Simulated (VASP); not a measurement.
# BiTe (P1) in VASP: a series of runs

Runs on BiTe. Level: LDA. Tasks: single point.

Everything below comes from runs of VASP 6.6.1. Logs are shortened: lines on timing, memory, paths and dates and some standing lists are left out, and cuts for length are marked.

## (1) The cell of the first run

The typed cell holds 8 atoms: a = 6.609 Å, b = 6.404 Å, c = 6.352 Å, α = 96.45°, β = 95.48°, γ = 96.70°.

## (2) Single point, LDA (atoms moved at random and the cell strained at random)

Input file INCAR:

```
ALGO     = Normal         # electronic algorithm
EDIFF    = 1E-7           # SCF threshold, eV
ENCUT    = 520            # plane-wave cutoff, eV
ISIF     = 2              # what is computed and relaxed
ISMEAR   = 0              # smearing method
LASPH    = True           # aspherical terms in the spheres
LCHARG   = False          # write CHGCAR
LREAL    = False          # projectors in reciprocal space
LWAVE    = False          # write WAVECAR
NBANDS   = 52             # bands
NELM     = 100            # most SCF steps
PREC     = Accurate       # precision mode
SIGMA    = 0.15           # smearing width, eV
```

Input file KPOINTS:

```
k-points
0
Gamma
  3 3 3
```

Input file POSCAR:

```
BiTe
1.0
   -4.9302719907     -2.7908767357      3.4029966457
    4.7930418848     -2.7452821545      3.2410012696
   -0.0291289873      5.4555501319      3.2540208710
Bi Te
4 4
Direct
    0.4884959750      0.5241641179      0.5288547670
   -0.0347837638      0.0000348805      0.5089036136
   -0.0039591797      0.4755991726     -0.0082101464
    0.5358347486      0.0235809493     -0.0463914187
    0.0165293153      0.0011176575      0.0092760982
    0.5172922025      0.5415895089     -0.0187831377
    0.4758004494     -0.0455778917      0.5125058119
    0.0047902528      0.4794916050      0.5138444120
```

Potentials or basis: VASP PAW LDA potentials, release 64 (Bi_d, Te).

On the command line:

```
$ cat potpaw_LDA.64/Bi_d/POTCAR potpaw_LDA.64/Te/POTCAR > POTCAR
$ mpirun -np 1 vasp_std > vasp.out
```

OUTCAR:

```text
EDIFF = 1E-7
   ENCUT = 520
   ISIF = 2
   ISMEAR = 0
   LASPH = True
   LREAL = False
   NELM = 100
   PREC = Accurate

 ion  position               nearest neighbor table
   1  0.488  0.524  0.529-   7 2.78   6 2.85   8 3.17   8 3.47   6 3.52   7 3.63   4 3.91
   2  0.965  0.000  0.509-   8 3.05   5 3.16   7 3.22   5 3.22   8 3.38   7 3.42
   3  0.996  0.476  0.992-   8 3.04   5 3.07   6 3.24   8 3.31   5 3.34   6 3.43   4 3.92
   4  0.536  0.024  0.954-   7 2.77   6 3.10   5 3.18   6 3.32   5 3.47   7 3.68   1 3.91   3 3.92

   5  0.017  0.001  0.009-   3 3.07   2 3.16   4 3.18   2 3.22   3 3.34   4 3.47
   6  0.517  0.542  0.981-   1 2.85   4 3.10   3 3.24   4 3.32   3 3.43   1 3.52
   7  0.476  0.954  0.513-   4 2.77   1 2.78   2 3.22   2 3.42   1 3.63   4 3.68
   8  0.005  0.479  0.514-   3 3.04   2 3.05   1 3.17   3 3.31   2 3.38   1 3.47

  LATTYP: Found a triclinic cell.
 ALAT       =     6.4042106342
 B/A-ratio  =     1.4855108946
 C/A-ratio  =     2.6900163940
 COS(alpha) =     0.0023879210
 COS(beta)  =     0.6158628445
 COS(gamma) =     0.7481831760

  Lattice vectors:

 A1 = (  -4.7930418848,   2.7452821545,  -3.2410012696)
 A2 = (  -4.8221708721,   8.2008322864,   0.0130196014)
 A3 = (  -4.5975538043,  -2.6296592191, -16.3930409269)

Analysis of symmetry for initial positions (statically):
=====================================================================
 Subroutine PRICEL returns:
 Original cell was already a primitive cell.

 Routine SETGRP: Setting up the symmetry group for a
 triclinic supercell.

 Subroutine GETGRP returns: Found  1 space group operations
 (whereof  1 operations were pure point group operations)
 out of a pool of  2 trial point group operations.

The static configuration has the point symmetry C_1 .

Analysis of symmetry for dynamics (positions and initial velocities):
=====================================================================
 Subroutine PRICEL returns:
 Original cell was already a primitive cell.

 Routine SETGRP: Setting up the symmetry group for a
 triclinic supercell.

 Subroutine GETGRP returns: Found  1 space group operations
 (whereof  1 operations were pure point group operations)
 out of a pool of  2 trial point group operations.

The dynamic configuration has the point symmetry C_1 .

 Subroutine INISYM returns: Found  1 space group operations
 (whereof  1 operations are pure point group operations),
 and found     1 'primitive' translations

----------------------------------------------------------------------------------------

                                     Primitive cell

  volume of cell :     263.7210

  direct lattice vectors                    reciprocal lattice vectors
    -4.930271991 -2.790876736  3.402996646    -0.100919709 -0.059498725  0.098849577
     4.793041885 -2.745282154  3.241001270     0.104833464 -0.060458135  0.102299922
    -0.029128987  5.455550132  3.254020871     0.001126004  0.122438936  0.102046379

  length of vectors
     6.608854744  6.404210634  6.352363935     0.153284457  0.158462978  0.159392673

  position of ions in fractional coordinates (direct lattice)
     0.488495975  0.524164118  0.528854767
     0.965216236  0.000034881  0.508903614
     0.996040820  0.475599173  0.991789854
     0.535834749  0.023580949  0.953608581
     0.016529315  0.001117657  0.009276098
     0.517292203  0.541589509  0.981216862
     0.475800449  0.954422108  0.512505812
     0.004790253  0.479491605  0.513844412

  ion indices of the primitive-cell ions
   primitive index   ion index
                 1           1
                 2           2
                 3           3
                 4           4
                 5           5
                 6           6
                 7           7
                 8           8

----------------------------------------------------------------------------------------

 KPOINTS: k-points

Automatic generation of k-mesh.
 Grid dimensions read from file:
 generate k-points for:    3    3    3

 Generating k-lattice:

  Cartesian coordinates                     Fractional coordinates (reciprocal lattice)
    -0.033639903 -0.019832908  0.032949859     0.333333333 -0.000000000  0.000000000
     0.034944488 -0.020152712  0.034099974     0.000000000  0.333333333  0.000000000
     0.000375335  0.040812979  0.034015460    -0.000000000 -0.000000000  0.333333333

  Length of vectors
     0.051094819  0.052820993  0.053130891

  Shift w.r.t. Gamma in fractional coordinates (k-lattice)
     0.000000000  0.000000000  0.000000000

 Subroutine IBZKPT returns following result:
 ===========================================

 Found     14 irreducible k-points:

 Following reciprocal coordinates:
            Coordinates               Weight
  0.000000  0.000000  0.000000      1.000000
  0.333333 -0.000000 -0.000000      2.000000
 -0.000000  0.333333  0.000000      2.000000
  0.333333  0.333333  0.000000      2.000000
 -0.333333  0.333333 -0.000000      2.000000
  0.000000 -0.000000  0.333333      2.000000
  0.333333 -0.000000  0.333333      2.000000
 -0.333333  0.000000  0.333333      2.000000
  0.000000  0.333333  0.333333      2.000000
  0.333333  0.333333  0.333333      2.000000
 -0.333333  0.333333  0.333333      2.000000
 -0.000000 -0.333333  0.333333      2.000000
  0.333333 -0.333333  0.333333      2.000000
 -0.333333 -0.333333  0.333333      2.000000
   k-points           NKPTS =     14   k-points in BZ     NKDIM =     14   number of bands    NBANDS=     52
   number of dos      NEDOS =    301   number of ions     NIONS =      8
   total plane-waves  NPLWV = 115200
   dimension x,y,z NGX =    50 NGY =   48 NGZ =   48
   dimension x,y,z NGXF=   100 NGYF=   96 NGZF=   96
   ions per type =               4   4
   NGX,Y,Z   is equivalent  to a cutoff of  12.58, 12.46, 12.56 a.u.
   NGXF,Y,Z  is equivalent  to a cutoff of  25.16, 24.92, 25.12 a.u.
 SYSTEM =  unknown system
   PREC   = accura    normal or accurate (medium, high low for compatibility)
   ISTART =      0    job   : 0-new  1-cont  2-samecut
   ICHARG =      2    charge: 1-file 2-atom 10-const
   ISPIN  =      1    spin polarized calculation?
   LNONCOLLINEAR =      F non collinear calculations
   LSORBIT =      F    spin-orbit coupling
   LASPH  =      T    aspherical Exc in radial PAW
   ENCUT  =  520.0 eV  38.22 Ry    6.18 a.u.  12.29 11.91 11.81*2*pi/ulx,y,z
   NELM   =    100;   NELMIN=  2; NELMDL= -5     # of ELM steps
   EDIFF  = 0.1E-06   stopping-criterion for ELM
   LREAL  =      F    real-space projection
   EDIFFG = 0.1E-05   stopping-criterion for IOM
   NSW    =      0    number of steps for IOM
   IBRION =     -1    ionic relax: 0-MD 1-quasi-New 2-CG
   NFREE  =      0    steps in history (QN), initial steepest desc. (CG)
   ISIF   =      2    stress and relaxation
   ISYM   =      2    0-nonsym 1-usesym 2-fastsym
   POTIM  = 0.5000    time-step for ionic-motion
   TEBEG  =    0.0;   TEEND  =   0.0 temperature during run
   PSTRESS=    0.0 pullay stress
   NELECT =      84.0000    total number of electrons
   NUPDOWN=      -1.0000    fix difference up-down
   EMIN   =  10.00;   EMAX   =-10.00  energy-range for DOS
   EFERMI =   0.00;   METHOD = LEGACY
   ISMEAR =     0;   SIGMA  =   0.15  broadening in eV -4-tet -1-fermi 0-gaus
   EFERMI_NEDOS =   21; number of points for ismear=-14 and -15
   IALGO  =     38    algorithm
   IMIX   =      4    mixing-type and parameters
     AMIX     =   0.40;   BMIX     =  1.00
     AMIX_MAG =   1.60;   BMIX_MAG =  1.00
  volume/ion in A,a.u.               =      32.97       222.46
  Fermi-wavevector in a.u.,A,eV,Ry     =   1.118029  2.112768 17.007125  1.249988
  Thomas-Fermi vector in A             =   2.254657
   LORBIT       =      0    0 simple, 1 ext, 2 COOP (PROOUT), +10 PAW based schemes
   GGA     = CA    functional components
   LHFCALC =     F    Hartree Fock is set to
   AEXX    =    0.0000 exact exchange contribution
   IVDW    =     0    specifies the selected vdW correction
   LEPSILON=     F    determine dielectric tensor
   LRPA    =     F    only Hartree local field effects (RPA)
 non-spin polarized calculation
 Gauss-broadening in eV      SIGMA  =   0.15
  energy-cutoff  :      520.00
  volume of cell :      263.72
 maximum number of plane-waves:      7120
 NGX is ok and might be reduce to    50
   NGX = 25   NGY = 23   NGZ = 23

 number of electron      84.0000009 magnetization

 Free energy of the ion-electron system (eV)
  ---------------------------------------------------
  ext. energy  EPLUGINS =         0.00000000
  ---------------------------------------------------
  free energy    TOTEN  =       -32.95756069 eV

  energy without entropy =      -32.90601408  energy(sigma->0) =      -32.93178739

 E-fermi :   6.9573     XC(G=0):  -9.7770

 val. band max:        6.9559107272   @ k =   0.3333  -0.3333   0.3333
 cond. band min:       6.9681493642   @ k =  -0.3333   0.3333   0.3333
 fundamental gap:      0.0122386370
 Fermi energy:         6.9572567269

 k-point     1 :       0.0000    0.0000    0.0000
  band No.  band energies     occupation
      1     -16.5396      2.00000
      2     -16.4909      2.00000
      3     -16.4497      2.00000
      4     -16.4467      2.00000
      5     -16.4248      2.00000
      6     -16.4000      2.00000
[... 44 lines left out ...]
     51      10.6392      0.00000
     52      10.7860      0.00000

 k-point     2 :       0.3333   -0.0000   -0.0000
  band No.  band energies     occupation
      1     -16.5394      2.00000
      2     -16.4908      2.00000
      3     -16.4493      2.00000
      4     -16.4461      2.00000
      5     -16.4245      2.00000
      6     -16.3993      2.00000
[... 44 lines left out ...]
     51      10.3910      0.00000
     52      10.6728      0.00000

 k-point     3 :      -0.0000    0.3333    0.0000
  band No.  band energies     occupation
      1     -16.5385      2.00000
      2     -16.4906      2.00000
      3     -16.4495      2.00000
      4     -16.4460      2.00000
      5     -16.4246      2.00000
      6     -16.4005      2.00000
[... 44 lines left out ...]
     51      10.3801      0.00000
     52      10.5863      0.00000
[... 496 lines left out ...]
 k-point    13 :       0.3333   -0.3333    0.3333
  band No.  band energies     occupation
      1     -16.5381      2.00000
      2     -16.4905      2.00000
      3     -16.4494      2.00000
      4     -16.4461      2.00000
      5     -16.4247      2.00000
      6     -16.3996      2.00000
[... 44 lines left out ...]
     51       8.4440      0.00000
     52       8.7438      0.00000

 k-point    14 :      -0.3333   -0.3333    0.3333
  band No.  band energies     occupation
      1     -16.5381      2.00000
      2     -16.4905      2.00000
      3     -16.4495      2.00000
      4     -16.4459      2.00000
      5     -16.4246      2.00000
      6     -16.3996      2.00000
[... 44 lines left out ...]
     51       8.3876      0.00000
     52       8.7389      0.00000

------------------------ aborting loop because EDIFF is reached ----------------------------------------

  FORCE on cell =-STRESS in cart. coord.  units (eV):
  Direction    XX          YY          ZZ          XY          YZ          ZX
  --------------------------------------------------------------------------------------
  -------------------------------------------------------------------------------------
  Total        1.3835668      1.4304148      0.3369120     -1.4560097      1.3700101      2.7148555
  in kB        8.4055464      8.6901607      2.0468325     -8.8456565      8.3231856     16.4934889
  external PRESSURE =       6.3808465 kB  Pullay stress =       0.0000000 kB

 VOLUME and BASIS-vectors are now :
 -----------------------------------------------------------------------------
  energy-cutoff  :      520.00
  volume of cell :      263.72
      direct lattice vectors                 reciprocal lattice vectors
    -4.930271991 -2.790876736  3.402996646    -0.100919709 -0.059498725  0.098849577
     4.793041885 -2.745282154  3.241001270     0.104833464 -0.060458135  0.102299922
    -0.029128987  5.455550132  3.254020871     0.001126004  0.122438936  0.102046379

 POSITION                                       TOTAL-FORCE (eV/Angst)
 -----------------------------------------------------------------------------------
      0.08852      0.08288      5.08207        -1.405009     -0.042989     -1.237285
     -4.77344      0.08245      4.94072        -0.594789     -0.090044     -0.154332
     -2.66008      1.32528      8.15825         0.210108     -0.068687      0.447078
     -2.55656      3.64227      5.00293         0.391145      1.180508      0.979893
     -0.07641      0.00141      0.09006        -0.375879     -0.170881     -0.138322
      0.01689      2.42256      6.70854         0.013934      0.611501      0.141835
      2.21383     -1.15206      6.38014         1.377607     -1.381428      0.050587
      2.25964      1.47360      3.24239         0.382884     -0.037979     -0.089453
 -----------------------------------------------------------------------------------
    total drift:                                0.000667      0.000330     -0.000825

  FREE ENERGIE OF THE ION-ELECTRON SYSTEM (eV)
  ---------------------------------------------------
  free  energy   TOTEN  =       -32.9575606940 eV

  energy  without entropy=      -32.9060140820  energy(sigma->0) =      -32.93178739
```

It took 4.2 min on 1 thread of AMD EPYC 7R43 (Zen 3), shared host; peak memory 0.31 GiB.

What came out:

- Free energy: -32.9576 eV
- Pressure: 0.6 GPa
- Largest force: 1.952 eV/Å
- Band gap on the k mesh: zero (bands 42 and 43 overlap by 1.66 eV)

Forces on the atoms (eV/Å):
```
Bi  -1.405 -0.043 -1.237
Bi  -0.595 -0.090 -0.154
Bi   0.210 -0.069  0.447
Bi   0.391  1.181  0.980
Te  -0.376 -0.171 -0.138
Te   0.014  0.612  0.142
Te   1.378 -1.381  0.051
Te   0.383 -0.038 -0.089
```

Caveat: the cell differs from its parent crystal (atoms moved at random and the cell strained at random); spin-orbit coupling is left out, which moves the levels of the heavy elements; forces of over 1 eV/Å act on the atoms, so gaps and moduli don't describe the material at rest.

## (3) Single point, LDA (atoms moved at random and the cell strained at random)

Input file INCAR:

```
PREC = Accurate ; ENCUT = 520
EDIFF = 1E-6 ; ISMEAR = 0
SIGMA = 0.15 ; LREAL = False
LASPH = True ; NELM = 100
ALGO = Normal ; ISIF = 2
LWAVE = False ; LCHARG = False
NBANDS = 52
```

Input file KPOINTS:

```
regular mesh
0
Gamma
  3 3 3
```

Input file POSCAR:

```
BiTe
1.0
   -4.9571144793     -2.9395362715      3.4078401891
    4.7766547235     -2.8411555680      3.2272162639
   -0.0050296894      5.5502831067      3.1232224818
Bi Te
4 4
Direct
    0.5318100222      0.5144325427      0.5102244534
   -0.0324411266      0.0287633974      0.5296093420
    0.0251361107      0.5193581037      0.0177629323
    0.4160782647     -0.0518094899      0.0162051562
    0.0729431973      0.0018176193     -0.0373955421
    0.4634251907      0.4988173110     -0.0719868311
    0.5294222919      0.0068379449      0.5197039998
   -0.0063739508      0.4817825710      0.5158764895
```

Potentials or basis: VASP PAW LDA potentials, release 64 (Bi_d, Te).

On the command line:

```
$ cat potpaw_LDA.64/Bi_d/POTCAR potpaw_LDA.64/Te/POTCAR > POTCAR
$ mpirun -np 1 vasp_std > vasp.out
```

Wall time 3.8 min (1 thread of AMD EPYC 7R43 (Zen 3), shared host); peak memory 0.31 GiB.

It converged, with:

```
Free energy            : -30.6154 eV
Pressure               : 6.1 GPa
Largest force          : 9.017 eV/Å
Band gap on the k mesh : zero (bands 42 and 43 overlap by 1.18 eV)
```

Forces on the atoms (eV/Å):
```
Bi  -0.184 -0.911 -0.712
Bi  -0.475 -1.150 -0.947
Bi  -0.111  0.378 -0.283
Bi  -6.795 -2.815  5.217
Te   7.455  3.306 -3.680
Te  -0.736  1.260  0.318
Te   0.289  0.456 -0.128
Te   0.557 -0.524  0.215
```

Stress tensor (GPa, compression positive):
```
10.11  1.24 -4.52
 1.24  3.60 -0.56
-4.52 -0.56  4.69
```

Levels at points of the mesh, in eV from the Fermi level:
| k point | band 38 | band 39 | band 40 | band 41 | band 42 | band 43 | band 44 | band 45 | band 46 | band 47 |
| --- | --- | --- | --- | --- | --- | --- | --- | --- | --- | --- |
| (0.00, 0.00, 0.00) | -2.85 | -2.72 | -1.59 | -0.16 | 0.94 | 1.41 | 1.59 | 1.79 | 2.48 | 2.95 |

Caveat: the cell differs from its parent crystal (atoms moved at random and the cell strained at random); the cell stands under pressure; spin-orbit coupling is left out, which moves the levels of the heavy elements; forces of over 1 eV/Å act on the atoms, so gaps and moduli don't describe the material at rest.
